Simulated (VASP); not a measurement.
Write the native input for VASP 6.6.1 that does the following.

```
Task                   : single point
Functional             : PBE
Potentials or basis    : VASP PAW PBE potentials, release 64 (Ga_d, Bi_d, O)
Cutoff                 : 520 eV
k mesh                 : 6 × 6 × 4
Occupations            : gaussian, width 0.1 eV
Spin                   : no spin polarisation
Dipole correction      : no
Further INCAR settings : ALGO = Normal; EDIFF = 1e-07; NBANDS = 35
```

The structure of GaBiO4 lies in POSCAR:

```
GaBiO4
1.0
    3.6494806291      0.0000000000      0.0000000000
    0.0000000000      3.6494806291      0.0000000000
    0.0000000000      0.0000000000      5.1408460876
Ga Bi O
1 1 4
Direct
    0.0000000000      0.0000000000      0.0000000000
    0.5000000000      0.5000000000      0.5000000000
    0.5000000000      0.0000000000      0.7583150574
    0.0000000000      0.5000000000      0.2416849426
    0.5000000000      0.0000000000      0.2416849426
    0.0000000000      0.5000000000      0.7583150574
```

The cell was generated, and may not be a known phase.

The input as run:

INCAR

```
  PREC = Accurate
  ENCUT = 520
  EDIFF = 1E-7
  ISMEAR = 0
  SIGMA = 0.1
  LREAL = False
  LASPH = True
  NELM = 60
  ALGO = Normal
  ISIF = 2
  LWAVE = False
  LCHARG = True
  GGA = PE
  LELF = True
  LVHAR = True
  NBANDS = 35
```

KPOINTS

```
Automatic mesh
0
Gamma
  6 6 4
```

Potentials or basis: VASP PAW PBE potentials, release 64 (Ga_d, Bi_d, O).

Launch:

```console
$ cat potpaw_PBE.64/Ga_d/POTCAR potpaw_PBE.64/Bi_d/POTCAR potpaw_PBE.64/O/POTCAR > POTCAR
$ mpirun -np 1 vasp_std > vasp.out
```

Results of the run:

```yaml
Pressure: 0.4 GPa
Largest_force: 0.009 eV/Å
Band_gap_on_the_k_mesh: zero (bands 26 and 27 overlap by 0.27 eV)
```

Caveat: spin-orbit coupling is left out, which moves the levels of the heavy elements.

Run time: 38 s on 1 thread of AMD EPYC 9R45 96-Core Processor (Zen 5), on a shared host, peak memory 0.19 GiB.
